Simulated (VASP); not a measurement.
**Si: single point with PBEsol**

Si:

```
CELL_PARAMETERS angstrom
2.74398 2.74398 0.00000
-2.74398 2.74398 0.00000
0.00000 2.74398 2.69577
ATOMIC_POSITIONS crystal
Si 0.25000 0.75000 0.50000
Si 0.00000 0.00000 0.00000
```

This cell differs from its parent crystal: film at in-plane strain +0.01.

```yaml
Program: VASP 6.6.1
Task: single point
Functional: PBEsol
Potentials_or_basis: VASP PAW PBE potentials, release 64 (Si)
Cutoff: 520 eV
k_mesh: 8 × 8 × 8
Occupations: gaussian, width 0.01 eV
Spin: no spin polarisation
```

The pressure is -1.0 GPa and the band gap on the k mesh is 0.34 eV, indirect (least direct gap 2.39 eV).

Stress tensor (GPa, compression positive):
```
-1.54  0.00  0.00
 0.00 -1.54  0.00
 0.00  0.00  0.07
```

Levels at points of the mesh, in eV from the valence-band top:
```
           k point  band 2  band 3  band 4  band 5  band 6  band 7
(0.00, 0.00, 0.00)   -0.12   -0.12    0.00    2.39    2.45    2.45
(0.50, 0.00, 0.00)   -7.03   -1.35   -1.19    1.32    3.13    3.28
(0.50, 0.50, 0.00)   -7.90   -2.87   -2.87    0.58    0.58    9.82
(0.00, 0.00, 0.50)   -7.80   -3.01   -3.01    0.44    0.44    9.85
```

It took 18 s on 1 thread of Intel Xeon 6975P-C, with other jobs on the host, peak memory 0.16 GiB.

Caveat: the cell differs from its parent crystal (film at in-plane strain +0.01); the PAW data sets were made with another functional, which shifts forces and pressure a little. A k mesh can miss the band edges.
